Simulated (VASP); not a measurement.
# Ge (Cmcm) in VASP: further runs

The runs below take Ge through single point, with PBEsol, BLYP, LDA.

Program: VASP 6.6.1. These are calculated values, not measurements. Logs are shortened: lines on timing, memory, paths and dates and some standing lists are left out, and cuts for length are marked.

## Step 1: The cell of the first run

The structure is orthorhombic, space group Cmcm (No. 63). The conventional cell has a = 2.976 Å, b = 5.189 Å, c = 4.728 Å, α = 90.00°, β = 90.00°, γ = 90.00°. Ge (site symmetry m2m) has 12 Ge at 2.92 to 2.99 Å within 3.9 Å.

## Step 2: Single point, PBEsol

Contents of INCAR:

```
PREC     = Accurate       # precision mode
ENCUT    = 520            # plane-wave cutoff, eV
EDIFF    = 1E-7           # SCF threshold, eV
ISMEAR   = -1             # smearing method
SIGMA    = 0.05           # smearing width, eV
LREAL    = False          # projectors in reciprocal space
LASPH    = True           # aspherical terms in the spheres
NELM     = 80             # most SCF steps
ALGO     = Normal         # electronic algorithm
ISIF     = 2              # what is computed and relaxed
LWAVE    = False          # write WAVECAR
LCHARG   = False          # write CHGCAR
GGA      = PS             # functional
NBANDS   = 21             # bands
```

Contents of KPOINTS:

```
Automatic mesh
0
Gamma
  9 9 5
  0.5 0.5 0.5
```

Contents of POSCAR:

```
Ge
1.0
    1.4880500000     -2.5946900000      0.0000000000
    1.4880500000      2.5946900000      0.0000000000
    0.0000000000      0.0000000000      4.7276000000
Ge
2
Direct
    0.6665500000      0.3334500000      0.2500000000
    0.3334500000      0.6665500000      0.7500000000
```

Potentials or basis: VASP PAW PBE potentials, release 64 (Ge_d).

On the command line:

```
$ cat potpaw_PBE.64/Ge_d/POTCAR > POTCAR
$ mpirun -np 1 vasp_std > vasp.out
```

OUTCAR:

```text
PREC = Accurate
   ENCUT = 520
   EDIFF = 1E-7
   ISMEAR = -1
   LREAL = False
   LASPH = True
   NELM = 80
   ISIF = 2
   GGA = PS

 ion  position               nearest neighbor table
   1  0.667  0.333  0.250-
   2  0.333  0.667  0.750-

  LATTYP: Found a base centered orthorhombic cell.
 ALAT       =     2.9761000000
 B/A-ratio  =     1.7436846880
 C/A-ratio  =     1.5885218911

  Lattice vectors:

 A1 = (   1.4880500000,  -2.5946900000,   0.0000000000)
 A2 = (   1.4880500000,   2.5946900000,   0.0000000000)
 A3 = (   0.0000000000,   0.0000000000,   4.7276000000)

Analysis of symmetry for initial positions (statically):
=====================================================================
 Subroutine PRICEL returns:
 Original cell was already a primitive cell.

 Routine SETGRP: Setting up the symmetry group for a
 base centered orthorhombic supercell.

 Subroutine GETGRP returns: Found  8 space group operations
 (whereof  4 operations were pure point group operations)
 out of a pool of  8 trial point group operations.

The static configuration has the point symmetry C_2h.
 The point group associated with its full space group is D_2h.

Analysis of symmetry for dynamics (positions and initial velocities):
=====================================================================
 Subroutine PRICEL returns:
 Original cell was already a primitive cell.

 Routine SETGRP: Setting up the symmetry group for a
 base centered orthorhombic supercell.

 Subroutine GETGRP returns: Found  8 space group operations
 (whereof  4 operations were pure point group operations)
 out of a pool of  8 trial point group operations.

The dynamic configuration has the point symmetry C_2h.
 The point group associated with its full space group is D_2h.

 Subroutine INISYM returns: Found  8 space group operations
 (whereof  4 operations are pure point group operations),
 and found     1 'primitive' translations

----------------------------------------------------------------------------------------

                                     Primitive cell

  volume of cell :      36.5068

  direct lattice vectors                    reciprocal lattice vectors
     1.488050000 -2.594690000  0.000000000     0.336010215 -0.192701248  0.000000000
     1.488050000  2.594690000  0.000000000     0.336010215  0.192701248  0.000000000
     0.000000000  0.000000000  4.727600000     0.000000000  0.000000000  0.211523818

  length of vectors
     2.991104980  2.991104980  4.727600000     0.387345628  0.387345628  0.211523818

  position of ions in fractional coordinates (direct lattice)
     0.666550000  0.333450000  0.250000000
     0.333450000  0.666550000  0.750000000

  ion indices of the primitive-cell ions
   primitive index   ion index
                 1           1
                 2           2

----------------------------------------------------------------------------------------

 KPOINTS: Automatic mesh

Automatic generation of k-mesh.
 Grid dimensions read from file:
 generate k-points for:    9    9    5

 Generating k-lattice:

  Cartesian coordinates                     Fractional coordinates (reciprocal lattice)
     0.037334468 -0.021411250  0.000000000     0.111111111 -0.000000000  0.000000000
     0.037334468  0.021411250  0.000000000    -0.000000000  0.111111111  0.000000000
     0.000000000  0.000000000  0.042304764     0.000000000  0.000000000  0.200000000

  Length of vectors
     0.043038403  0.043038403  0.042304764

  Shift w.r.t. Gamma in fractional coordinates (k-lattice)
     0.500000000  0.500000000  0.500000000

 Subroutine IBZKPT returns following result:
 ===========================================

 Found     75 irreducible k-points:

 Following reciprocal coordinates:
            Coordinates               Weight
  0.055556  0.055556  0.100000      4.000000
  0.166667  0.055556  0.100000      8.000000
  0.277778  0.055556  0.100000      8.000000
  0.388889  0.055556  0.100000      8.000000
  0.500000  0.055556  0.100000      8.000000
 -0.388889  0.055556  0.100000      8.000000
[... 16 lines left out ...]
  0.500000  0.388889  0.100000      8.000000
 -0.388889  0.388889  0.100000      4.000000
 [... further k-points ...]
   k-points           NKPTS =     75   k-points in BZ     NKDIM =     75   number of bands    NBANDS=     21
   number of dos      NEDOS =    301   number of ions     NIONS =      2
   total plane-waves  NPLWV =  20736
   dimension x,y,z NGX =    24 NGY =   24 NGZ =   36
   dimension x,y,z NGXF=    48 NGYF=   48 NGZF=   72
   ions per type =               2
   NGX,Y,Z   is equivalent  to a cutoff of  13.34, 13.34, 12.66 a.u.
   NGXF,Y,Z  is equivalent  to a cutoff of  26.68, 26.68, 25.32 a.u.
 SYSTEM =  unknown system
   PREC   = accura    normal or accurate (medium, high low for compatibility)
   ISTART =      0    job   : 0-new  1-cont  2-samecut
   ICHARG =      2    charge: 1-file 2-atom 10-const
   ISPIN  =      1    spin polarized calculation?
   LNONCOLLINEAR =      F non collinear calculations
   LSORBIT =      F    spin-orbit coupling
   LASPH  =      T    aspherical Exc in radial PAW
   ENCUT  =  520.0 eV  38.22 Ry    6.18 a.u.   5.56  5.56  8.79*2*pi/ulx,y,z
   NELM   =     80;   NELMIN=  2; NELMDL= -5     # of ELM steps
   EDIFF  = 0.1E-06   stopping-criterion for ELM
   LREAL  =      F    real-space projection
   EDIFFG = 0.1E-05   stopping-criterion for IOM
   NSW    =      0    number of steps for IOM
   IBRION =     -1    ionic relax: 0-MD 1-quasi-New 2-CG
   NFREE  =      0    steps in history (QN), initial steepest desc. (CG)
   ISIF   =      2    stress and relaxation
   ISYM   =      2    0-nonsym 1-usesym 2-fastsym
   POTIM  = 0.5000    time-step for ionic-motion
   TEBEG  =    0.0;   TEEND  =   0.0 temperature during run
   PSTRESS=    0.0 pullay stress
   NELECT =      28.0000    total number of electrons
   NUPDOWN=      -1.0000    fix difference up-down
   EMIN   =  10.00;   EMAX   =-10.00  energy-range for DOS
   EFERMI =   0.00;   METHOD = LEGACY
   ISMEAR =    -1;   SIGMA  =   0.05  broadening in eV -4-tet -1-fermi 0-gaus
   EFERMI_NEDOS =   21; number of points for ismear=-14 and -15
   IALGO  =     38    algorithm
   IMIX   =      4    mixing-type and parameters
     AMIX     =   0.40;   BMIX     =  1.00
     AMIX_MAG =   1.60;   BMIX_MAG =  1.00
  volume/ion in A,a.u.               =      18.25       123.18
  Fermi-wavevector in a.u.,A,eV,Ry     =   1.498544  2.831838 30.553721  2.245635
  Thomas-Fermi vector in A             =   2.610290
   LORBIT       =      0    0 simple, 1 ext, 2 COOP (PROOUT), +10 PAW based schemes
   GGA     = PS    functional components
   LHFCALC =     F    Hartree Fock is set to
   AEXX    =    0.0000 exact exchange contribution
   IVDW    =     0    specifies the selected vdW correction
   LEPSILON=     F    determine dielectric tensor
   LRPA    =     F    only Hartree local field effects (RPA)
 non-spin polarized calculation
  energy-cutoff  :      520.00
  volume of cell :       36.51
 maximum number of plane-waves:      1002
 NGX is ok and might be reduce to    24
   NGX = 11   NGY = 11   NGZ = 17

 number of electron      28.0000012 magnetization

 Free energy of the ion-electron system (eV)
  ---------------------------------------------------
  ext. energy  EPLUGINS =         0.00000000
  ---------------------------------------------------
  free energy    TOTEN  =        -9.35593015 eV

  energy without entropy =       -9.35179932  energy(sigma->0) =       -9.35386474

 E-fermi :   6.9586     XC(G=0): -11.6045

 val. band max:        6.9545844099   @ k =   0.2778   0.2778   0.3000
 cond. band min:       7.0053396115   @ k =  -0.3889   0.1667   0.3000
 fundamental gap:      0.0507552015
 Fermi energy:         6.9586492824

 k-point     1 :       0.0556    0.0556    0.1000
  band No.  band energies     occupation
      1     -17.6477      2.00000
      2     -17.6436      2.00000
      3     -17.6319      2.00000
      4     -17.6279      2.00000
      5     -17.6229      2.00000
      6     -17.6219      2.00000
[... 13 lines left out ...]
     20      18.9659      0.00000
     21      21.2453      0.00000

 k-point     2 :       0.1667    0.0556    0.1000
  band No.  band energies     occupation
      1     -17.6625      2.00000
      2     -17.6397      2.00000
      3     -17.6307      2.00000
      4     -17.6263      2.00000
      5     -17.6172      2.00000
      6     -17.6028      2.00000
[... 13 lines left out ...]
     20      19.3412      0.00000
     21      20.2985      0.00000

 k-point     3 :       0.2778    0.0556    0.1000
  band No.  band energies     occupation
      1     -17.6806      2.00000
      2     -17.6476      2.00000
      3     -17.6362      2.00000
      4     -17.6344      2.00000
      5     -17.6035      2.00000
      6     -17.5817      2.00000
[... 13 lines left out ...]
     20      18.0414      0.00000
     21      20.5144      0.00000

 k-point     4 :       0.3889    0.0556    0.1000
  band No.  band energies     occupation
      1     -17.6934      2.00000
      2     -17.6620      2.00000
      3     -17.6409      2.00000
      4     -17.6384      2.00000
      5     -17.5926      2.00000
      6     -17.5850      2.00000
[... 13 lines left out ...]
     20      17.3734      0.00000
     21      20.0040      0.00000

 k-point     5 :       0.5000    0.0556    0.1000
  band No.  band energies     occupation
      1     -17.6962      2.00000
      2     -17.6653      2.00000
      3     -17.6425      2.00000
      4     -17.6390      2.00000
      5     -17.5937      2.00000
      6     -17.5817      2.00000
[... 13 lines left out ...]
     20      17.2316      0.00000
     21      19.9021      0.00000
[... 382 lines left out ...]
     20      18.6160      0.00000
     21      20.4139      0.00000

 k-point    22 :       0.3889    0.3889    0.1000
  band No.  band energies     occupation
      1     -17.6756      2.00000
      2     -17.6543      2.00000
      3     -17.6310      2.00000
      4     -17.6137      2.00000
      5     -17.6049      2.00000
      6     -17.5826      2.00000
[... 13 lines left out ...]
     20      19.9478      0.00000
     21      23.7496      0.00000

 k-point    23 :       0.5000    0.3889    0.1000
  band No.  band energies     occupation
      1     -17.6847      2.00000
      2     -17.6675      2.00000
      3     -17.6368      2.00000
      4     -17.6324      2.00000
      5     -17.5973      2.00000
      6     -17.5852      2.00000
[... 13 lines left out ...]
     20      16.2783      0.00000
     21      21.2598      0.00000

 k-point    24 :      -0.3889    0.3889    0.1000
  band No.  band energies     occupation
      1     -17.6930      2.00000
      2     -17.6593      2.00000
      3     -17.6403      2.00000
      4     -17.6370      2.00000
      5     -17.5935      2.00000
      6     -17.5868      2.00000
[... 13 lines left out ...]
     20      17.9479      0.00000
     21      20.4276      0.00000

 [... further k-points ...]

------------------------ aborting loop because EDIFF is reached ----------------------------------------

  FORCE on cell =-STRESS in cart. coord.  units (eV):
  Direction    XX          YY          ZZ          XY          YZ          ZX
  --------------------------------------------------------------------------------------
  -------------------------------------------------------------------------------------
  Total       -0.2336821      0.2825102      0.3815666      0.0000000     -0.0000000      0.0000000
  in kB      -10.2556296     12.3985535     16.7458515      0.0000000     -0.0000000      0.0000000
  external PRESSURE =       6.2962585 kB  Pullay stress =       0.0000000 kB

 VOLUME and BASIS-vectors are now :
 -----------------------------------------------------------------------------
  energy-cutoff  :      520.00
  volume of cell :       36.51
      direct lattice vectors                 reciprocal lattice vectors
     1.488050000 -2.594690000  0.000000000     0.336010215 -0.192701248  0.000000000
     1.488050000  2.594690000  0.000000000     0.336010215  0.192701248  0.000000000
     0.000000000  0.000000000  4.727600000     0.000000000  0.000000000  0.211523818

 POSITION                                       TOTAL-FORCE (eV/Angst)
 -----------------------------------------------------------------------------------
      1.48805     -0.86429      1.18190         0.000000     -0.012217      0.000000
      1.48805      0.86429      3.54570         0.000000      0.012217      0.000000
 -----------------------------------------------------------------------------------
    total drift:                                0.000000     -0.000000     -0.000000

  FREE ENERGIE OF THE ION-ELECTRON SYSTEM (eV)
  ---------------------------------------------------
  free  energy   TOTEN  =        -9.3559301542 eV

  energy  without entropy=       -9.3517993197  energy(sigma->0) =       -9.35386474
```

It took 16 s on 1 thread of Intel Xeon 6975P-C (Granite Rapids), shared host; peak memory 0.17 GiB.

What came out:

```
Free energy            : -9.3559 eV
Pressure               : 0.6 GPa
Largest force          : 0.012 eV/Å
Band gap on the k mesh : zero (band 14 reaches 12.76 eV, above the bottom of band 15 at 4.70 eV)
```

Forces on the atoms (eV/Å):
```
Ge   0.000 -0.012  0.000
Ge   0.000  0.012  0.000
```

Caveat: the PAW data sets were made with another functional, which shifts forces and pressure a little.

## Step 3: Single point, BLYP

Contents of INCAR:

```
PREC = Accurate
ENCUT = 520
EDIFF = 1E-6
ISMEAR = -1
SIGMA = 0.05
LREAL = F
LASPH = T
NELM = 100
ALGO = Normal
ISIF = 2
LWAVE = F
LCHARG = F
GGA = B5
ALDAX = 1.0
AGGAX = 1.0
AGGAC = 1.0
ALDAC = 0.0
NBANDS = 21
```

KPOINTS is that of step 2.

POSCAR is that of step 2.

Potentials or basis: VASP PAW PBE potentials, release 64 (Ge_d).

On the command line:

```
$ cat potpaw_PBE.64/Ge_d/POTCAR > POTCAR
$ mpirun -np 1 vasp_std > vasp.out
```

It took 20 s on 1 thread of Intel Xeon 6975P-C (Granite Rapids), shared host; peak memory 0.17 GiB.

It converged, with:

- Free energy: -6.4798 eV
- Pressure: 11.5 GPa
- Largest force: 0.016 eV/Å
- Band gap on the k mesh: zero (band 14 reaches 13.26 eV, above the bottom of band 15 at 5.35 eV)

Forces in eV/Å, atoms in the order of the input:
```
Ge   0.000 -0.016  0.000
Ge   0.000  0.016  0.000
```

Stress tensor (GPa, compression positive):
```
 9.80  0.00  0.00
 0.00 12.22  0.00
 0.00  0.00 12.35
```

Levels at points of the mesh, in eV from the Fermi level:
| k point | band 10 | band 11 | band 12 | band 13 | band 14 | band 15 | band 16 | band 17 | band 18 | band 19 |
| --- | --- | --- | --- | --- | --- | --- | --- | --- | --- | --- |
| (0.50, 0.50, 0.50) | -24.60 | -7.23 | -7.23 | -4.88 | -4.88 | 4.12 | 4.12 | 4.91 | 4.91 | 9.02 |

Caveat: the PAW data sets were made with another functional, which shifts forces and pressure a little.

## Step 4: Single point, LDA

Contents of INCAR:

```
  PREC = Accurate
  ENCUT = 520
  EDIFF = 1E-6
  ISMEAR = -1
  SIGMA = 0.05
  LREAL = F
  LASPH = T
  NELM = 100
  ALGO = Normal
  ISIF = 2
  LWAVE = F
  LCHARG = F
  GGA = CA
  NBANDS = 21
```

KPOINTS is that of step 3.

POSCAR is that of step 3.

Potentials or basis: VASP PAW LDA potentials, release 64 (Ge_d).

On the command line:

```
$ cat potpaw_LDA.64/Ge_d/POTCAR > POTCAR
$ mpirun -np 1 vasp_std > vasp.out
```

Wall time 13 s (1 thread of Intel Xeon 6975P-C (Granite Rapids), shared host); peak memory 0.16 GiB.

Results (log left out):

- Free energy: -9.8060 eV
- Pressure: -1.2 GPa
- Largest force: 0.014 eV/Å
- Band gap on the k mesh: zero (band 14 reaches 12.56 eV, above the bottom of band 15 at 4.57 eV)

Forces in eV/Å, atoms in the order of the input:
```
Ge   0.000 -0.014  0.000
Ge   0.000  0.014  0.000
```

Stress tensor (GPa, compression positive):
```
-2.77  0.00  0.00
 0.00 -0.42  0.00
 0.00  0.00 -0.30
```

Levels at points of the mesh, in eV from the Fermi level:
```tsv
k point	band 10	band 11	band 12	band 13	band 14	band 15	band 16	band 17	band 18	band 19
(0.50, 0.50, 0.50)	-24.65	-7.14	-7.14	-4.96	-4.96	4.18	4.18	4.99	4.99	8.81
```

## Step 5: Summary

| level | potentials or basis | gap on the mesh (eV) | pressure (GPa) | largest force (eV/Å) |
| --- | --- | --- | --- | --- |
| PBEsol | VASP PAW PBE potentials, release 64 (Ge_d) | none | 0.6 | 0.01 |
| BLYP | VASP PAW PBE potentials, release 64 (Ge_d) | none | 11.5 | 0.02 |
| LDA | VASP PAW LDA potentials, release 64 (Ge_d) | none | -1.2 | 0.01 |

Alike in all rows: task single point; no spin polarisation; cell as given; k mesh 9 × 9 × 5, shifted; cutoff (eV) 520; smearing fermi-dirac 0.05 eV.

Caveats: the PAW data sets were made with another functional, which shifts forces and pressure a little (some runs).

Absolute energies hang on the potentials; compare differences alone.
